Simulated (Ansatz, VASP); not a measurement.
Two plane-wave programs on AlPt

File POSCAR:

```
AlPt
1.0
    3.0655653935      0.0000000000      0.0000000000
    0.0000000000      3.0655653935      0.0000000000
    0.0000000000      0.0000000000      3.0655653935
Al Pt
1 1
Direct
    0.0000000000      0.0000000000      0.0000000000
    0.5000000000      0.5000000000      0.5000000000
```

INCAR.step1

```
PREC = Accurate
ENCUT = 520
ISMEAR = -1
SIGMA = 0.03
LREAL = False
LASPH = True
NELM = 100
NBANDS = 14
GGA = PE
ALGO = Normal
EDIFF = 1E-4
LWAVE = True
LCHARG = False
```

The input INCAR.step2:

```
PREC = Accurate
ENCUT = 520
EDIFF = 1E-8
ISMEAR = -1
SIGMA = 0.03
LREAL = False
LASPH = True
NELM = 100
ALGO = Normal
ISIF = 2
LWAVE = False
LCHARG = False
METAGGA = R2SCAN
LMIXTAU = True
LEFG = True
NBANDS = 14
ISTART = 1
```

File KPOINTS:

```
regular mesh
0
Gamma
  11 11 11
```

Input for Ansatz:

```yaml
crystal:
  lattice:
    - [3.0655653935, 0.0, 0.0]
    - [0.0, 3.0655653935, 0.0]
    - [0.0, 0.0, 3.0655653935]
  atoms:
    - { symbol: Al, position: [0.0, 0.0, 0.0] }
    - { symbol: Pt, position: [0.5, 0.5, 0.5] }
kpoints:
  mp_grid: { grid: [11, 11, 11] }
scf:
  occupations: { method: fermi_dirac, width: 0.03 }
hamiltonian:
  xc: r2scan
  pseudopotentials: { kind: paw }
output:
  forces: true
  stress: true
  eigenvalues: true
  efg: { contact_densities: true }
```

Change from the starting cell: volume scaled by 0.975, PAW files.

Alike in both runs: task electric field gradients; functional r2SCAN; k mesh 11 × 11 × 11; occupations fermi-dirac, width 0.03 eV; no spin polarisation.

|  | VASP | Ansatz |
| --- | --- | --- |
| version | VASP 6.6.1 | Ansatz 0.2.0 |
| potentials or method | VASP PAW PBE potentials, release 64 (Al, Pt) | PAW with Ansatz's default frozen-core files, scalar-relativistic |
| plane-wave cutoff (eV) | 520 | 500 |
| valence electrons in the cell | 13 | 21 |

```csv
,VASP,Ansatz,Ansatz less VASP
pressure (GPa),0.0,0.1,+0.16
```

VASP's potentials were made for PBE, not for r2SCAN. VASP's potentials hold 13 valence electrons a cell and Ansatz's 21, so a difference there can come from the potentials and not from the codes.

Spin-orbit coupling is off throughout.
